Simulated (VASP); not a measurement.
Write the native input for VASP 6.6.1 that does the following.

- Task: relaxation of cell and atoms
- Functional: PBE
- Potentials or basis: VASP PAW PBE potentials, release 64 (Pd)
- Cutoff: 600 eV
- k mesh: 18 × 18 × 5
- Occupations: gaussian, width 0.1 eV
- Spin: no spin polarisation
- Dipole correction: no
- Further INCAR settings: ALGO = Fast; EDIFF = 1e-06; IBRION = 2; EDIFFG = -0.01; NSW = 65; ISIF = 3

The structure of Pd lies in POSCAR:

```
Pd
1.0
    2.7669447521      0.0000000000      0.0000000000
   -1.3834723761      2.3962444462      0.0000000000
    0.0000000000      0.0000000000      9.2910917062
Pd
4
Direct
    0.0000000000      0.0000000000      0.0000000000
    0.3333333333      0.6666666667      0.2500000000
    0.0000000000      0.0000000000      0.5000000000
    0.6666666667      0.3333333333      0.7500000000
```

This isn't the form of Pd at room conditions, which is fcc.

These files were run (other wordings do the same):

INCAR

```
SYSTEM = Pd
PREC     = Accurate       ! precision mode
ENCUT    = 600            ! plane-wave cutoff, eV
EDIFF    = 1E-6           ! SCF threshold, eV
ISMEAR   = 0              ! smearing method
SIGMA    = 0.1            ! smearing width, eV
LREAL    = .False.        ! projectors in reciprocal space
LASPH    = .True.         ! aspherical terms in the spheres
NELM     = 80             ! most SCF steps
ALGO     = Fast           ! electronic algorithm
ISIF     = 3              ! what is computed and relaxed
LWAVE    = .False.        ! write WAVECAR
LCHARG   = .False.        ! write CHGCAR
GGA      = PE             ! functional
IBRION   = 2              ! ionic algorithm
NSW      = 65             ! ionic steps
EDIFFG   = -0.01          ! ionic threshold
```

KPOINTS

```
regular mesh
0
Gamma
  18 18 5
  0 0 0
```

Potentials or basis: VASP PAW PBE potentials, release 64 (Pd).

The run is started by

```sh
$ cat potpaw_PBE.64/Pd/POTCAR > POTCAR
$ mpirun -np 1 vasp_std > vasp.out
```

It gave:

```yaml
Relaxed_volume: 15.33 Å³/atom
Relaxed_cell: a = 2.779 Å, b = 2.779 Å, c = 9.168 Å, α = 90.00°, β = 90.00°, γ = 120.00°
Space_group_after_relaxing_to_0.1_Å: P6_3/mmc (No. 194)
Energy_gained_by_relaxing: 1.3 meV/atom
Ionic_steps: 4
Pressure_after_relaxing: -0.1 GPa
```

Caveat: the highest band is partly filled, so the run has too few bands.

Run time: 14 min on 1 thread of Oxide Virtual Turin-like Processor, on a shared host, peak memory 0.29 GiB.
